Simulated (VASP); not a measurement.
# WC (P-6m2) in VASP: further runs, part 2 of 2

VASP 6.6.1.

### 5 Single point, PBE

This run uses another cell than the first one, of the same volume but with other edges.

The input, INCAR:

```
SYSTEM = WC
PREC     = Accurate       ! precision mode
ENCUT    = 520            ! plane-wave cutoff, eV
EDIFF    = 1E-7           ! SCF threshold, eV
ISMEAR   = 0              ! smearing method
SIGMA    = 0.1            ! smearing width, eV
LREAL    = .False.        ! projectors in reciprocal space
LASPH    = .True.         ! aspherical terms in the spheres
NELM     = 60             ! most SCF steps
ALGO     = Normal         ! electronic algorithm
ISIF     = 2              ! what is computed and relaxed
LWAVE    = .False.        ! write WAVECAR
LCHARG   = .False.        ! write CHGCAR
GGA      = PE             ! functional
ISYM     = 0            
NBANDS   = 16             ! bands
```

The input, KPOINTS:

```
regular mesh
0
Gamma
  13 9 18
  0 0 0
```

The input, POSCAR:

```
WC
1.0
    2.9217712149      0.0000000000      0.0000000000
   -1.4608856074      3.8089903548      0.0000000000
    0.0000000000     -2.1280829022      1.8913250408
W C
1 1
Direct
    0.0000000000      0.0000000000      0.0000000000
    0.3333333333      0.6666666667      0.1666666667
```

Command:

```sh
> cat potpaw_PBE.64/W_sv/POTCAR potpaw_PBE.64/C/POTCAR > POTCAR
> mpirun -np 1 vasp_std > vasp.out
```

Wall time 6.9 min (1 thread of Intel Xeon 8259CL, shared host); peak memory 0.45 GiB.

Results (log left out):

```yaml
Free_energy: -22.4491 eV
Pressure: 1.1 GPa
Band_gap_on_the_k_mesh: zero (bands 9 and 10 overlap by 1.19 eV)
```

Forces in eV/Å, atoms in the order of the input:
```
W    0.000  0.002  0.002
C    0.000 -0.002 -0.002
```

Stress tensor (GPa, compression positive):
```
 1.05 -0.09 -0.10
-0.09  1.10 -0.06
-0.10 -0.06  1.09
```

Levels at points of the mesh, in eV from the Fermi level:
| k point | band 7 | band 8 | band 9 | band 10 | band 11 | band 12 |
| --- | --- | --- | --- | --- | --- | --- |
| (0.00, 0.00, 0.00) | -3.28 | -3.28 | 0.11 | 3.18 | 3.18 | 5.56 |
| (0.00, 0.00, 0.50) | -4.25 | -4.15 | 0.26 | 4.34 | 5.21 | 6.51 |

Caveat: spin-orbit coupling is left out, which moves the levels of the heavy elements.

### 6 Relaxation of cell and atoms, PBE

The input, INCAR:

```
PREC = Accurate
ENCUT = 600
EDIFF = 1E-6
ISMEAR = 0
SIGMA = 0.1
LREAL = False
LASPH = True
NELM = 100
ALGO = Normal
ISIF = 3
LWAVE = False
LCHARG = False
GGA = PE
IBRION = 2
NSW = 100
EDIFFG = -0.005
```

The input, KPOINTS:

```
Automatic mesh
0
Gamma
  18 18 14
```

The input, POSCAR:

```
WC
1.0
    2.9225169305      0.0000000000      0.0000000000
   -1.4612584652      2.5309739048      0.0000000000
    0.0000000000      0.0000000000      2.8461543321
W C
1 1
Direct
    0.0000000000      0.0000000000      0.0000000000
    0.6666666667      0.3333333333      0.5000000000
```

Potentials or basis: VASP PAW PBE potentials, release 64 (W_sv, C).

Command:

```sh
> cat potpaw_PBE.64/W_sv/POTCAR potpaw_PBE.64/C/POTCAR > POTCAR
> mpirun -np 1 vasp_std > vasp.out
```

OUTCAR:

```text
PREC = Accurate
   ENCUT = 600
   EDIFF = 1E-6
   ISMEAR = 0
   LREAL = False
   LASPH = True
   NELM = 100
   ISIF = 3
   GGA = PE
   IBRION = 2
   NSW = 100
   EDIFFG = -0.005

 ion  position               nearest neighbor table
   1  0.000  0.000  0.000-   2 2.21   2 2.21   2 2.21   2 2.21   2 2.21   2 2.21
   2  0.667  0.333  0.500-   1 2.21   1 2.21   1 2.21   1 2.21   1 2.21   1 2.21

  LATTYP: Found a hexagonal cell.
 ALAT       =     2.9225169305
 C/A-ratio  =     0.9738709475

  Lattice vectors:

 A1 = (   2.9225169305,   0.0000000000,   0.0000000000)
 A2 = (  -1.4612584652,   2.5309739048,   0.0000000000)
 A3 = (   0.0000000000,   0.0000000000,   2.8461543321)

Analysis of symmetry for initial positions (statically):
=====================================================================
 Subroutine PRICEL returns:
 Original cell was already a primitive cell.

 Routine SETGRP: Setting up the symmetry group for a
 hexagonal supercell.

 Subroutine GETGRP returns: Found 12 space group operations
 (whereof 12 operations were pure point group operations)
 out of a pool of 24 trial point group operations.

The static configuration has the point symmetry D_3h.

Analysis of symmetry for dynamics (positions and initial velocities):
=====================================================================
 Subroutine PRICEL returns:
 Original cell was already a primitive cell.

 Routine SETGRP: Setting up the symmetry group for a
 hexagonal supercell.

 Subroutine GETGRP returns: Found 12 space group operations
 (whereof 12 operations were pure point group operations)
 out of a pool of 24 trial point group operations.

The dynamic configuration has the point symmetry D_3h.

 Subroutine INISYM returns: Found 12 space group operations
 (whereof 12 operations are pure point group operations),
 and found     1 'primitive' translations

----------------------------------------------------------------------------------------

                                     Primitive cell

  volume of cell :      21.0525

  direct lattice vectors                    reciprocal lattice vectors
     2.922516931  0.000000000  0.000000000     0.342170815  0.197552412  0.000000000
    -1.461258465  2.530973905  0.000000000     0.000000000  0.395104824  0.000000000
     0.000000000  0.000000000  2.846154332     0.000000000  0.000000000  0.351351291

  length of vectors
     2.922516931  2.922516930  2.846154332     0.395104824  0.395104824  0.351351291

  position of ions in fractional coordinates (direct lattice)
     0.000000000  0.000000000  0.000000000
     0.666666667  0.333333333  0.500000000

  ion indices of the primitive-cell ions
   primitive index   ion index
                 1           1
                 2           2

----------------------------------------------------------------------------------------

 KPOINTS: Automatic mesh

Automatic generation of k-mesh.
 Grid dimensions read from file:
 generate k-points for:   18   18   14

 Generating k-lattice:

  Cartesian coordinates                     Fractional coordinates (reciprocal lattice)
     0.019009490  0.010975134  0.000000000     0.055555556 -0.000000000  0.000000000
     0.000000000  0.021950268  0.000000000     0.000000000  0.055555556  0.000000000
[... 52 lines left out ...]
   ISPIN  =      1    spin polarized calculation?
   LNONCOLLINEAR =      F non collinear calculations
   LSORBIT =      F    spin-orbit coupling
   LASPH  =      T    aspherical Exc in radial PAW
   ENCUT  =  600.0 eV  44.10 Ry    6.64 a.u.   5.84  5.84  5.68*2*pi/ulx,y,z
   NELM   =    100;   NELMIN=  2; NELMDL= -5     # of ELM steps
   EDIFF  = 0.1E-05   stopping-criterion for ELM
   LREAL  =      F    real-space projection
   EDIFFG = -.5E-02   stopping-criterion for IOM
   NSW    =    100    number of steps for IOM
   IBRION =      2    ionic relax: 0-MD 1-quasi-New 2-CG
   NFREE  =      1    steps in history (QN), initial steepest desc. (CG)
   ISIF   =      3    stress and relaxation
   ISYM   =      2    0-nonsym 1-usesym 2-fastsym
   POTIM  = 0.5000    time-step for ionic-motion
   TEBEG  =    0.0;   TEEND  =   0.0 temperature during run
   PSTRESS=    0.0 pullay stress
   NELECT =      18.0000    total number of electrons
   NUPDOWN=      -1.0000    fix difference up-down
   EMIN   =  10.00;   EMAX   =-10.00  energy-range for DOS
   EFERMI =   0.00;   METHOD = LEGACY
   ISMEAR =     0;   SIGMA  =   0.10  broadening in eV -4-tet -1-fermi 0-gaus
   EFERMI_NEDOS =   21; number of points for ismear=-14 and -15
   IALGO  =     38    algorithm
   IMIX   =      4    mixing-type and parameters
     AMIX     =   0.40;   BMIX     =  1.00
     AMIX_MAG =   1.60;   BMIX_MAG =  1.00
  volume/ion in A,a.u.               =      10.53        71.03
  Fermi-wavevector in a.u.,A,eV,Ry     =   1.553810  2.936275 32.848899  2.414326
  Thomas-Fermi vector in A             =   2.657987
   LORBIT       =      0    0 simple, 1 ext, 2 COOP (PROOUT), +10 PAW based schemes
   GGA     = PE    functional components
   LHFCALC =     F    Hartree Fock is set to
   AEXX    =    0.0000 exact exchange contribution
   IVDW    =     0    specifies the selected vdW correction
   LEPSILON=     F    determine dielectric tensor
   LRPA    =     F    only Hartree local field effects (RPA)
 conjugate gradient relaxation of ions
 non-spin polarized calculation
 Gauss-broadening in eV      SIGMA  =   0.10
  energy-cutoff  :      600.00
  volume of cell :       21.05
 maximum number of plane-waves:       720
 NGX is ok and might be reduce to    24

--------------------------------------- Ionic step        1  -------------------------------------------

 number of electron      18.0000000 magnetization

 Free energy of the ion-electron system (eV)
  ---------------------------------------------------
  ext. energy  EPLUGINS =         0.00000000
  ---------------------------------------------------
  free energy    TOTEN  =       -22.45083751 eV

  energy without entropy =      -22.44943989  energy(sigma->0) =      -22.45013870

------------------------ aborting loop because EDIFF is reached ----------------------------------------

  FORCE on cell =-STRESS in cart. coord.  units (eV):
  Direction    XX          YY          ZZ          XY          YZ          ZX
  --------------------------------------------------------------------------------------
  -------------------------------------------------------------------------------------
  Total        0.0919394      0.0919394      0.1833204      0.0000000     -0.0000000     -0.0000000
  in kB        6.9969517      6.9969517     13.9514140      0.0000000     -0.0000000     -0.0000000
  external PRESSURE =       9.3151058 kB  Pullay stress =       0.0000000 kB
[... 95 lines left out ...]
--------------------------------------- Ionic step        4  -------------------------------------------

 number of electron      18.0000000 magnetization

 Free energy of the ion-electron system (eV)
  ---------------------------------------------------
  ext. energy  EPLUGINS =         0.00000000
  ---------------------------------------------------
  free energy    TOTEN  =       -22.45100078 eV

  energy without entropy =      -22.44959941  energy(sigma->0) =      -22.45030010

 E-fermi :  10.8284     XC(G=0): -13.7066

 val. band max:       10.8167711593   @ k =   0.4444  -0.0000   0.5000
 cond. band min:      10.8362205624   @ k =   0.4444   0.0556   0.4286
 fundamental gap:      0.0194494031
 Fermi energy:        10.8283705676

 k-point     1 :       0.0000    0.0000    0.0000
  band No.  band energies     occupation
      1     -63.1983      2.00000
      2     -27.1750      2.00000
      3     -27.0851      2.00000
      4     -27.0851      2.00000
      5      -3.4812      2.00000
      6       6.6249      2.00000
      7       7.5673      2.00000
      8       7.5673      2.00000
      9      10.9411      0.11093
     10      14.0014      0.00000
     11      14.0014      0.00000
     12      16.3781      0.00000
     13      16.3781      0.00000
[... 354 lines left out ...]
  band No.  band energies     occupation
      1     -63.1448      2.00000
      2     -27.7993      2.00000
      3     -27.3154      2.00000
      4     -27.0714      2.00000
      5      -0.1708      2.00000
      6       4.0517      2.00000
      7       7.3020      2.00000
      8       7.4163      2.00000
      9      10.3460      2.00000
     10      12.6410      0.00000
     11      14.3246      0.00000
     12      15.5279      0.00000
     13      18.2463      0.00000

 [... further k-points ...]

------------------------ aborting loop because EDIFF is reached ----------------------------------------

  FORCE on cell =-STRESS in cart. coord.  units (eV):
  Direction    XX          YY          ZZ          XY          YZ          ZX
  --------------------------------------------------------------------------------------
  -------------------------------------------------------------------------------------
  Total       -0.0087538     -0.0087538      0.0084247     -0.0000000      0.0000000      0.0000000
  in kB       -0.6646413     -0.6646413      0.6396552     -0.0000000      0.0000000      0.0000000
  external PRESSURE =      -0.2298758 kB  Pullay stress =       0.0000000 kB
[... 17 lines left out ...]
  FREE ENERGIE OF THE ION-ELECTRON SYSTEM (eV)
  ---------------------------------------------------
  free  energy   TOTEN  =       -22.4510007809 eV

  energy  without entropy=      -22.4495994099  energy(sigma->0) =      -22.45030010

 reached required accuracy - stopping structural energy minimisation
```

OSZICAR:

```text
N       E                     dE             d eps       ncg     rms          rms(c)
DAV:   1     0.119056593656E+03    0.11906E+03   -0.10701E+04  7704   0.170E+03
DAV:   2    -0.210618180579E+02   -0.14012E+03   -0.13644E+03  8676   0.405E+02
DAV:   3    -0.254861978322E+02   -0.44244E+01   -0.43831E+01  9582   0.647E+01
DAV:   4    -0.255317224817E+02   -0.45525E-01   -0.45498E-01  8350   0.700E+00
[... 24 lines left out ...]
DAV:   5    -0.224510017580E+02   -0.57412E-05   -0.26239E-05  8836   0.592E-02    0.105E-02
DAV:   6    -0.224510010949E+02    0.66315E-06   -0.46139E-06  8616   0.170E-02
   3 F= -.22451001E+02 E0= -.22450300E+02  d E =-.163585E-03
       N       E                     dE             d eps       ncg     rms          rms(c)
DAV:   1    -0.224510010793E+02    0.67877E-06   -0.74601E-06  7781   0.401E-02    0.704E-03
DAV:   2    -0.224510007809E+02    0.29838E-06   -0.65614E-07  3883   0.105E-02
   4 F= -.22451001E+02 E0= -.22450300E+02  d E =-.163271E-03
```

It took 2.5 min on 1 thread of Intel Xeon 8259CL, shared host; peak memory 0.24 GiB.

What came out:

```yaml
Free_energy: -22.4510 eV
Relaxed_volume: 10.55 Å³/atom
Relaxed_cell: a = 2.924 Å, b = 2.924 Å, c = 2.849 Å, α = 90.00°, β = 90.00°, γ = 120.00°
Space_group_after_relaxing_to_0.1_Å: P-6m2 (No. 187)
Energy_gained_by_relaxing: 0.1 meV/atom
Ionic_steps: 4
Pressure_after_relaxing: 0.0 GPa
Band_gap_on_the_k_mesh: zero (bands 9 and 10 overlap by 1.19 eV)
```

Stress tensor (GPa, compression positive):
```
-0.07  0.00  0.00
 0.00 -0.07  0.00
 0.00  0.00  0.06
```

Step by step:
```
step  energy change (eV)  largest force (eV/Å)  pressure (GPa)  volume (Å³)
   1              0.0000                0.0000            0.93        21.05
   2              0.0010                0.0000           -2.54        21.24
   3             -0.0002                0.0000           -0.04        21.10
   4             -0.0002                0.0000           -0.02        21.10
```

Final structure:
```
W C
1.0
     2.92423    0.00000    0.00000
    -1.46212    2.53246    0.00000
     0.00000    0.00000    2.84948
W C
1 1
Cartesian
  0.0000 0.0000 0.0000
  1.4621 0.8442 1.4247
```

Caveat: spin-orbit coupling is left out, which moves the levels of the heavy elements.

### 7 The runs side by side

| task | cell | k mesh | cutoff (eV) | gap on the mesh (eV) | pressure (GPa) |
| --- | --- | --- | --- | --- | --- |
| single point | a = 2.922, b = 2.922, c = 2.847 Å, angles 90.0, 90.0, 120.0°, 2 atoms, atomic positions A | 18 × 18 × 14 | 520 | none | 1.1 |
| single point | a = 2.922, b = 4.080, c = 2.847 Å, angles 134.3, 90.0, 111.0°, 2 atoms, atomic positions B | 13 × 9 × 18 | 520 | none | 1.1 |
| relaxation of cell and atoms | relaxed from a = 2.923, b = 2.923, c = 2.846 Å, angles 90.0, 90.0, 120.0°, 2 atoms, atomic positions A | 18 × 18 × 14 | 600 | none | 0.0 |

Alike in all rows: level PBE; potentials or basis VASP PAW PBE potentials, release 64 (W_sv, C); no spin polarisation; smearing gaussian 0.1 eV.

Caveats: spin-orbit coupling is left out, which moves the levels of the heavy elements.

Absolute energies hang on the potentials; compare differences alone.
